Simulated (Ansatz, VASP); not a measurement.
Given: the input of a run of VASP 6.6.1 on Re.

INCAR

```
SYSTEM = Re
PREC     = Accurate       ! precision mode
ENCUT    = 520            ! plane-wave cutoff, eV
EDIFF    = 1E-6           ! SCF threshold, eV
ISMEAR   = 0              ! smearing method
SIGMA    = 0.017          ! smearing width, eV
LREAL    = .FALSE.        ! projectors in reciprocal space
LASPH    = .TRUE.         ! aspherical terms in the spheres
NELM     = 100            ! most SCF steps
ALGO     = Normal         ! electronic algorithm
ISIF     = 2              ! what is computed and relaxed
LWAVE    = .FALSE.        ! write WAVECAR
LCHARG   = .FALSE.        ! write CHGCAR
GGA      = PE             ! functional
NBANDS   = 22             ! bands
```

Contents of KPOINTS:

```
regular mesh
0
G
  11 11 3
  0 0 0
```

The input POSCAR:

```
Re
1.0
    2.7663873939      0.0000000000      0.0000000000
   -1.3831936969      2.3957617598      0.0000000000
    0.0000000000      0.0000000000      8.9388451600
Re
4
Direct
    0.6666666667      0.3333333333      0.7500000000
    0.0000000000      0.0000000000      0.5000000000
    0.3333333333      0.6666666667      0.2500000000
    0.0000000000      0.0000000000      0.0000000000
```

Potentials or basis: VASP PAW PBE potentials, release 64 (Re).

Run with:

```sh
$ cat potpaw_PBE.64/Re/POTCAR > POTCAR
$ mpirun -np 1 vasp_std > vasp.out
```

**Question.** Translate it to Ansatz 0.2.0. Potentials there: Ansatz PAW.

**Answer.** As run (the cutoff follows the program's own potentials):

File input.yaml:

```yaml
crystal:
  lattice:
    - [2.7663873939, 0.0, 0.0]
    - [-1.3831936969, 2.3957617598, 0.0]
    - [0.0, 0.0, 8.93884516]
  atoms:
    - { symbol: Re, position: [0.6666666667, 0.3333333333, 0.75] }
    - { symbol: Re, position: [0.0, 0.0, 0.5] }
    - { symbol: Re, position: [0.3333333333, 0.6666666667, 0.25] }
    - { symbol: Re, position: [0.0, 0.0, 0.0] }
hamiltonian:
  xc: pbe
  pseudopotentials: { kind: paw }
kpoints:
  mp_grid: { grid: [11, 11, 3] }
scf:
  occupations: { method: gaussian, width: 0.017 }
output:
  forces: true
  stress: true
  eigenvalues: true
```

Potentials or basis: Ansatz PAW.

The run is started by

```console
$ ansatz run input.yaml --threads 2 --pin off --max-ram 5632MiB --backend cpu --events-out ev --progress --plain --runs-dir out
```

Both were run:

|  | VASP | Ansatz | Ansatz less VASP |
| --- | --- | --- | --- |
| gap on the k mesh at the Fermi level (eV) | none | none | - |
| pressure (GPa) | 3.0 | 3.4 | +0.45 |
| traceless stress, the component that is largest in VASP (GPa) | 0.47 | 0.48 | +0.009 |

A gap of «none» marks a metal or a gap that the smearing closes. VASP's potentials hold 28 valence electrons a cell and Ansatz's 60, so a difference there can come from the potentials and not from the codes.

Spin-orbit coupling is off throughout.
